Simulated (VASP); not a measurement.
ZnS: electric field gradients with r2SCAN

The system is ZnS.

```
Zn S
1.0
     3.82000    0.00000    0.00000
    -1.91000    3.30822    0.00000
     0.00000    0.00000   24.96000
Zn S
8 8
Direct
  0.00000 0.00000 0.00000
  0.00000 0.00000 0.50000
  0.33333 0.66667 0.12493
  0.66667 0.33333 0.62493
  0.33333 0.66667 0.37509
  0.66667 0.33333 0.87509
  0.33333 0.66667 0.75001
  0.66667 0.33333 0.25001
  0.00000 0.00000 0.09376
  0.00000 0.00000 0.59376
  0.33333 0.66667 0.21869
  0.66667 0.33333 0.71869
  0.33333 0.66667 0.46883
  0.66667 0.33333 0.96883
  0.33333 0.66667 0.84389
  0.66667 0.33333 0.34389
```

```json
{"Program": "VASP 6.6.1", "Task": "electric field gradients", "Functional": "r2SCAN", "Potentials or basis": "VASP PAW PBE potentials, release 64 (Zn, S)", "Cutoff": "520 eV", "k mesh": "8 × 8 × 2", "Occupations": "fermi-dirac, width 0.02 eV", "Spin": "no spin polarisation", "Dipole correction": "no", "Further INCAR settings": "LREAL = Auto; ALGO = Normal; EDIFF = 1e-08; NBANDS = 86"}
```

```yaml
Pressure: -0.5 GPa
Largest_force: 0.010 eV/Å
Band_gap_on_the_k_mesh: 2.70 eV
Largest_electric_field_gradient_by_atom: Zn +0.4, +0.6, +0.8, -0.4 (each value once); S -0.2, +0.4, -0.1, +1.6 (each value once) V/Å²
```

Forces on the atoms (eV/Å):
```
Zn   0.000  0.000 -0.009
Zn   0.000  0.000 -0.009
Zn   0.000  0.000 -0.004
Zn   0.000  0.000 -0.004
Zn   0.000  0.000  0.008
Zn   0.000  0.000  0.008
Zn   0.000  0.000  0.002
Zn   0.000  0.000  0.002
S    0.000  0.000  0.000
S    0.000  0.000  0.000
S    0.000  0.000 -0.004
S    0.000  0.000 -0.004
S    0.000  0.000 -0.003
S    0.000  0.000 -0.003
S    0.000  0.000  0.010
S    0.000  0.000  0.010
```

Levels at points of the mesh, in eV from the valence-band top:
```csv
k point,band 70,band 71,band 72,band 73,band 74,band 75
"(0.00, 0.00, 0.00)",-0.02,0.00,0.00,2.70,3.47,3.55
"(0.50, 0.00, 0.00)",-1.13,-1.03,-0.89,3.75,3.76,4.10
"(0.00, 0.00, 0.50)",-0.04,-0.04,-0.04,2.98,2.98,3.77
"(0.50, 0.00, 0.50)",-1.14,-0.96,-0.96,3.85,3.85,4.01
```

Electric field gradients, principal values (V/Å²):
```
atom   least  middle  greatest (by size)
1 Zn  -0.219  -0.223               0.443
2 Zn  -0.219  -0.223               0.443
3 Zn  -0.298  -0.311               0.609
4 Zn  -0.298  -0.311               0.609
5 Zn  -0.404  -0.417               0.821
6 Zn  -0.404  -0.417               0.821
7 Zn   0.216   0.228              -0.444
8 Zn   0.216   0.228              -0.444
 9 S   0.092   0.092              -0.184
10 S   0.092   0.092              -0.184
11 S  -0.209  -0.210               0.418
12 S  -0.209  -0.210               0.418
13 S   0.060   0.062              -0.122
14 S   0.060   0.062              -0.122
15 S  -0.817  -0.818               1.636
16 S  -0.817  -0.818               1.636
```

It took 89 min on 1 thread of Oxide Virtual Turin-like Processor, with other jobs on the host, peak memory 0.59 GiB.

Caveat: without QUAD_EFG the Cq values of the log hold for a quadrupole moment of 1 mb, not for the nuclei; the PAW data sets were made with another functional, which shifts forces and pressure a little. A k mesh can miss the band edges.
